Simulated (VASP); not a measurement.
# Ga (Im-3m) in VASP: a series of runs

Ga is run at these levels: PBE+D3(BJ); tasks: single point.

All numbers are computed with VASP 6.6.1; they aren't measurements. Logs are shortened: lines on timing, memory, paths and dates and some standing lists are left out, and cuts for length are marked.

## (1) The cell of the first run

The structure is cubic, space group Im-3m (No. 229). Conventional cell: a = 3.024 Å, b = 3.024 Å, c = 3.024 Å, α = 90.00°, β = 90.00°, γ = 90.00°. Ga (site symmetry m-3m) has 14 Ga at 2.62 to 3.02 Å within 3.5 Å.

This isn't the form of Ga at room conditions, which is orthorhombic.

## (2) Single point, PBE+D3(BJ)

INCAR

```
SYSTEM = Ga
PREC = Accurate
ENCUT = 500
EDIFF = 1E-6
ISMEAR = -1
SIGMA = 0.1
LREAL = .False.
LASPH = .True.
NELM = 120
ALGO = Normal
ISIF = 2
LWAVE = .False.
LCHARG = .False.
GGA = PE
IVDW = 12
NBANDS = 12
GGA_COMPAT = .False.
```

KPOINTS

```
Automatic mesh
0
Gamma
  8 8 8
  0 0 0
```

POSCAR

```
Ga
1.0
   -1.5119241805      1.5119241805      1.5119241805
    1.5119241805     -1.5119241805      1.5119241805
    1.5119241805      1.5119241805     -1.5119241805
Ga
1
Direct
    0.0000000000      0.0000000000      0.0000000000
```

Potentials or basis: VASP PAW PBE potentials, release 64 (Ga_d).

On the command line:

```sh
> cat potpaw_PBE.64/Ga_d/POTCAR > POTCAR
> mpirun -np 1 vasp_std > vasp.out
```

OUTCAR:

```text
SYSTEM = Ga
   PREC = Accurate
   ENCUT = 500
   EDIFF = 1E-6
   ISMEAR = -1
   LREAL = .False.
   LASPH = .True.
   NELM = 120
   ISIF = 2
   GGA = PE
   IVDW = 12
 IVDW          = 12

 ion  position               nearest neighbor table
   1  0.000  0.000  0.000-

  LATTYP: Found a body centered cubic cell.
 ALAT       =     3.0238483610

  Lattice vectors:

 A1 = (  -1.5119241805,   1.5119241805,   1.5119241805)
 A2 = (   1.5119241805,  -1.5119241805,   1.5119241805)
 A3 = (   1.5119241805,   1.5119241805,  -1.5119241805)

Analysis of symmetry for initial positions (statically):
=====================================================================
 Subroutine PRICEL returns:
 Original cell was already a primitive cell.

 Routine SETGRP: Setting up the symmetry group for a
 body centered cubic supercell.

 Subroutine GETGRP returns: Found 48 space group operations
 (whereof 48 operations were pure point group operations)
 out of a pool of 48 trial point group operations.

The static configuration has the point symmetry O_h .

Analysis of symmetry for dynamics (positions and initial velocities):
=====================================================================
 Subroutine PRICEL returns:
 Original cell was already a primitive cell.

 Routine SETGRP: Setting up the symmetry group for a
 body centered cubic supercell.

 Subroutine GETGRP returns: Found 48 space group operations
 (whereof 48 operations were pure point group operations)
 out of a pool of 48 trial point group operations.

The dynamic configuration has the point symmetry O_h .

 Subroutine INISYM returns: Found 48 space group operations
 (whereof 48 operations are pure point group operations),
 and found     1 'primitive' translations

----------------------------------------------------------------------------------------

                                     Primitive cell

  volume of cell :      13.8245

  direct lattice vectors                    reciprocal lattice vectors
    -1.511924181  1.511924181  1.511924181     0.000000000  0.330704414  0.330704414
     1.511924181 -1.511924181  1.511924181     0.330704414  0.000000000  0.330704414
     1.511924181  1.511924181 -1.511924181     0.330704414  0.330704414  0.000000000

  length of vectors
     2.618729498  2.618729498  2.618729498     0.467686667  0.467686667  0.467686667

  position of ions in fractional coordinates (direct lattice)
     0.000000000  0.000000000  0.000000000

  ion indices of the primitive-cell ions
   primitive index   ion index
                 1           1

----------------------------------------------------------------------------------------

 KPOINTS: Automatic mesh

Automatic generation of k-mesh.
 Grid dimensions read from file:
 generate k-points for:    8    8    8

 Generating k-lattice:

  Cartesian coordinates                     Fractional coordinates (reciprocal lattice)
     0.000000000  0.041338052  0.041338052     0.125000000  0.000000000  0.000000000
     0.041338052  0.000000000  0.041338052     0.000000000  0.125000000  0.000000000
     0.041338052  0.041338052  0.000000000     0.000000000  0.000000000  0.125000000

  Length of vectors
     0.058460833  0.058460833  0.058460833

  Shift w.r.t. Gamma in fractional coordinates (k-lattice)
     0.000000000  0.000000000  0.000000000

 Subroutine IBZKPT returns following result:
 ===========================================

 Found     29 irreducible k-points:

 Following reciprocal coordinates:
            Coordinates               Weight
  0.000000  0.000000  0.000000      1.000000
  0.125000  0.000000  0.000000     12.000000
  0.250000  0.000000  0.000000     12.000000
  0.375000  0.000000  0.000000     12.000000
  0.500000  0.000000  0.000000      6.000000
  0.125000  0.125000  0.000000     24.000000
[... 16 lines left out ...]
 -0.250000  0.250000  0.250000      6.000000
 -0.375000  0.375000  0.250000     24.000000
 [... further k-points ...]
   k-points           NKPTS =     29   k-points in BZ     NKDIM =     29   number of bands    NBANDS=     12
   number of dos      NEDOS =    301   number of ions     NIONS =      1
   total plane-waves  NPLWV =   8000
   dimension x,y,z NGX =    20 NGY =   20 NGZ =   20
   dimension x,y,z NGXF=    40 NGYF=   40 NGZF=   40
   ions per type =               1
   NGX,Y,Z   is equivalent  to a cutoff of  12.70, 12.70, 12.70 a.u.
   NGXF,Y,Z  is equivalent  to a cutoff of  25.39, 25.39, 25.39 a.u.
 SYSTEM =  Ga
   PREC   = accura    normal or accurate (medium, high low for compatibility)
   ISTART =      0    job   : 0-new  1-cont  2-samecut
   ICHARG =      2    charge: 1-file 2-atom 10-const
   ISPIN  =      1    spin polarized calculation?
   LNONCOLLINEAR =      F non collinear calculations
   LSORBIT =      F    spin-orbit coupling
   LASPH  =      T    aspherical Exc in radial PAW
   ENCUT  =  500.0 eV  36.75 Ry    6.06 a.u.   4.77  4.77  4.77*2*pi/ulx,y,z
   NELM   =    120;   NELMIN=  2; NELMDL= -5     # of ELM steps
   EDIFF  = 0.1E-05   stopping-criterion for ELM
   LREAL  =      F    real-space projection
   EDIFFG = 0.1E-04   stopping-criterion for IOM
   NSW    =      0    number of steps for IOM
   IBRION =     -1    ionic relax: 0-MD 1-quasi-New 2-CG
   NFREE  =      0    steps in history (QN), initial steepest desc. (CG)
   ISIF   =      2    stress and relaxation
   ISYM   =      2    0-nonsym 1-usesym 2-fastsym
   POTIM  = 0.5000    time-step for ionic-motion
   TEBEG  =    0.0;   TEEND  =   0.0 temperature during run
   PSTRESS=    0.0 pullay stress
   NELECT =      13.0000    total number of electrons
   NUPDOWN=      -1.0000    fix difference up-down
   EMIN   =  10.00;   EMAX   =-10.00  energy-range for DOS
   EFERMI =   0.00;   METHOD = LEGACY
   ISMEAR =    -1;   SIGMA  =   0.10  broadening in eV -4-tet -1-fermi 0-gaus
   EFERMI_NEDOS =   21; number of points for ismear=-14 and -15
   IALGO  =     38    algorithm
   IMIX   =      4    mixing-type and parameters
     AMIX     =   0.40;   BMIX     =  1.00
     AMIX_MAG =   1.60;   BMIX_MAG =  1.00
  volume/ion in A,a.u.               =      13.82        93.29
  Fermi-wavevector in a.u.,A,eV,Ry     =   1.603883  3.030899 35.000168  2.572440
  Thomas-Fermi vector in A             =   2.700475
   LORBIT       =      0    0 simple, 1 ext, 2 COOP (PROOUT), +10 PAW based schemes
   GGA     = PE    functional components
   LHFCALC =     F    Hartree Fock is set to
   AEXX    =    0.0000 exact exchange contribution
   IVDW    =    12    specifies the selected vdW correction
   LEPSILON=     F    determine dielectric tensor
   LRPA    =     F    only Hartree local field effects (RPA)
 non-spin polarized calculation
  energy-cutoff  :      500.00
  volume of cell :       13.82
 maximum number of plane-waves:       370
   NGX =  9   NGY =  9   NGZ =  9

 number of electron      13.0000017 magnetization

 Free energy of the ion-electron system (eV)
  ---------------------------------------------------
  ext. energy  EPLUGINS =         0.00000000
  ---------------------------------------------------
  free energy    TOTEN  =        -2.40582848 eV

  energy without entropy =       -2.39464880  energy(sigma->0) =       -2.40023864

 E-fermi :   9.1272     XC(G=0): -12.6675

 val. band max:        8.9591936956   @ k =   0.2500   0.2500   0.1250
 cond. band min:       9.2784576021   @ k =  -0.3750   0.3750   0.1250
 fundamental gap:      0.3192639065
 Fermi energy:         9.1272461374

 k-point     1 :       0.0000    0.0000    0.0000
  band No.  band energies     occupation
      1      -6.4857      2.00000
      2      -6.4857      2.00000
      3      -6.4857      2.00000
      4      -6.1054      2.00000
      5      -6.1054      2.00000
      6      -4.8456      2.00000
      7      25.8890      0.00000
      8      25.8890      0.00000
      9      25.8890      0.00000
     10      28.7390      0.00000
     11      28.7390      0.00000
     12      28.7390      0.00000

 k-point     2 :       0.1250    0.0000    0.0000
  band No.  band energies     occupation
      1      -6.5142      2.00000
      2      -6.4807      2.00000
      3      -6.3993      2.00000
      4      -6.1326      2.00000
      5      -6.1045      2.00000
      6      -4.3059      2.00000
      7      20.9993      0.00000
      8      23.3769      0.00000
      9      24.3644      0.00000
     10      26.0866      0.00000
     11      26.3919      0.00000
     12      28.4373      0.00000

 k-point     3 :       0.2500    0.0000    0.0000
  band No.  band energies     occupation
      1      -6.5828      2.00000
      2      -6.5381      2.00000
      3      -6.1844      2.00000
      4      -6.1605      2.00000
      5      -6.1012      2.00000
      6      -2.6494      2.00000
      7      14.5086      0.00000
      8      20.5003      0.00000
      9      21.9786      0.00000
     10      23.9484      0.00000
     11      24.9675      0.00000
     12      29.9851      0.00000
[... 286 lines left out ...]
 k-point    23 :      -0.2500    0.2500    0.2500
  band No.  band energies     occupation
      1      -6.4208      2.00000
      2      -6.3026      2.00000
      3      -6.3026      2.00000
      4      -6.2869      2.00000
      5      -6.2006      2.00000
      6      -0.4498      2.00000
      7      15.4198      0.00000
      8      15.4198      0.00000
      9      17.2733      0.00000
     10      18.5317      0.00000
     11      32.3956      0.00000
     12      32.3973      0.00000

 k-point    24 :      -0.3750    0.3750    0.2500
  band No.  band energies     occupation
      1      -6.5483      2.00000
      2      -6.4214      2.00000
      3      -6.3043      2.00000
      4      -6.1862      2.00000
      5      -5.9966      2.00000
      6       2.2691      2.00000
      7      10.6993      0.00000
      8      13.6682      0.00000
      9      16.5111      0.00000
     10      19.5831      0.00000
     11      27.5480      0.00000
     12      31.1658      0.00000

 [... further k-points ...]

------------------------ aborting loop because EDIFF is reached ----------------------------------------

 Edisp (eV)   -0.41985

 E8    (eV) :    -0.1970

  FORCE on cell =-STRESS in cart. coord.  units (eV):
  Direction    XX          YY          ZZ          XY          YZ          ZX
  --------------------------------------------------------------------------------------
  -------------------------------------------------------------------------------------
  Total       2.62182     2.62182     2.62182    -0.00000     0.00000    -0.00000
  in kB     303.85264   303.85264   303.85264    -0.00000     0.00000    -0.00000
  external pressure =      303.85 kB  Pullay stress =        0.00 kB

 VOLUME and BASIS-vectors are now :
 -----------------------------------------------------------------------------
  energy-cutoff  :      500.00
  volume of cell :       13.82
      direct lattice vectors                 reciprocal lattice vectors
    -1.511924181  1.511924181  1.511924181     0.000000000  0.330704414  0.330704414
     1.511924181 -1.511924181  1.511924181     0.330704414  0.000000000  0.330704414
     1.511924181  1.511924181 -1.511924181     0.330704414  0.330704414  0.000000000

 POSITION                                       TOTAL-FORCE (eV/Angst)
 -----------------------------------------------------------------------------------
      0.00000      0.00000      0.00000         0.000000     -0.000000      0.000000
 -----------------------------------------------------------------------------------
    total drift:                               -0.000000     -0.000000      0.000000

  FREE ENERGIE OF THE ION-ELECTRON SYSTEM (eV)
  ---------------------------------------------------
  free  energy   TOTEN  =        -2.8256741080 eV

  energy  without entropy=       -2.8144944214  energy(sigma->0) =       -2.82008426
```

It took 4.7 s on 1 thread of AMD EPYC 7R43 (Zen 3), shared host; peak memory 0.1 GiB.

What came out:

| Property | Result |
| --- | --- |
| Free energy | -2.8257 eV |
| Pressure | 30.4 GPa |
| Band gap on the k mesh | zero (an odd number of electrons rules out a gap without spin polarisation) |
| Dispersion energy per atom | -0.420 eV |

Levels at points of the mesh, in eV from the Fermi level:
```tsv
k point	band 2	band 3	band 4	band 5	band 6	band 7	band 8	band 9	band 10	band 11
(0.00, 0.00, 0.00)	-15.61	-15.61	-15.23	-15.23	-13.97	16.76	16.76	16.76	19.61	19.61
(0.50, 0.00, 0.00)	-15.81	-15.25	-15.22	-14.99	-5.57	-4.78	8.83	10.71	13.15	14.71
(0.50, 0.50, 0.50)	-15.90	-15.05	-15.05	-15.05	1.51	1.51	1.51	4.32	5.97	5.97
```

Caveat: the k points lie up to 0.37 Å⁻¹ apart, too coarse for converged energies and pressures of a metal.

(Continued in part 2 of 2.)
